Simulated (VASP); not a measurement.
The system is K3AlO2.

```
K Al O
1.0
     3.29527    1.90253    3.66591
    -3.29527    1.90253    3.66591
     0.00000   -3.80505    3.66591
K Al O
3 1 2
Direct
  0.00000 0.00000 0.50000
  0.50000 0.00000 0.00000
  0.00000 0.50000 0.00000
  0.50000 0.50000 0.50000
  0.27567 0.27567 0.27567
  0.72433 0.72433 0.72433
```

```yaml
Program: VASP 6.6.1
Task: relaxation of cell and atoms
Functional: PBE
Potentials_or_basis: VASP PAW PBE potentials, release 64 (K_sv, Al, O)
Cutoff: 600 eV
k_mesh: 3 × 3 × 3
Occupations: gaussian, width 0.1 eV
Spin: no spin polarisation
```

At the start: pressure 9.2 GPa; volume 22.98 Å³/atom.

Problem. How do energy, volume and symmetry change on relaxing?

Solution. Over 19 steps the energy falls by 953.4 meV/atom and the volume is 28.76 Å³/atom (+25.1 %); space group R-3m (No. 166, to 0.05 Å).

The path:
| step | energy change (eV) | largest force (eV/Å) | pressure (GPa) | volume (Å³) |
| --- | --- | --- | --- | --- |
| 1 | 0.0000 | 4.2930 | 9.23 | 137.90 |
| 2 | -3.3356 | 2.6989 | -1.21 | 165.00 |
| 3 | -4.7456 | 2.3996 | -4.01 | 188.46 |
| 4 | -3.5198 | 7.3242 | 0.92 | 236.98 |
| 5 | -5.0133 | 2.1781 | -4.30 | 197.36 |
| 6 | -5.2595 | 0.6865 | -3.61 | 213.73 |
| 7 | -5.2472 | 1.4437 | -4.05 | 207.89 |
| 8 | -3.8914 | 10.0061 | 7.45 | 183.43 |
| 9 | -5.5142 | 0.3392 | -1.91 | 199.21 |
| 10 | -5.5151 | 0.4286 | -1.81 | 198.93 |
| 11 | -5.5153 | 0.4934 | -1.74 | 198.73 |
| 12 | -5.6546 | 0.2369 | -1.12 | 186.95 |
| 13 | -5.7101 | 0.0267 | -0.34 | 175.80 |
| 14 | -5.7109 | 0.0664 | -0.21 | 174.24 |
| 15 | -5.7089 | 0.3942 | 0.48 | 172.28 |
| 16 | -5.7128 | 0.1160 | 0.07 | 173.43 |
| 17 | -5.7147 | 0.0970 | 0.06 | 173.35 |
| 18 | -5.7190 | 0.0451 | 0.05 | 173.10 |
| 19 | -5.7202 | 0.0366 | 0.04 | 172.54 |

Final structure:
```
CELL_PARAMETERS angstrom
4.02555 2.32415 3.07353
-4.02555 2.32415 3.07353
0.00000 -4.64830 3.07353
ATOMIC_POSITIONS crystal
K 0.00000 0.00000 0.50000
K 0.50000 0.00000 0.00000
K 0.00000 0.50000 0.00000
Al 0.50000 0.50000 0.50000
O 0.31455 0.31455 0.31455
O 0.68545 0.68545 0.68545
```

Caveat: the volume moved by over 15 % at a fixed basis, so the end points are rough.
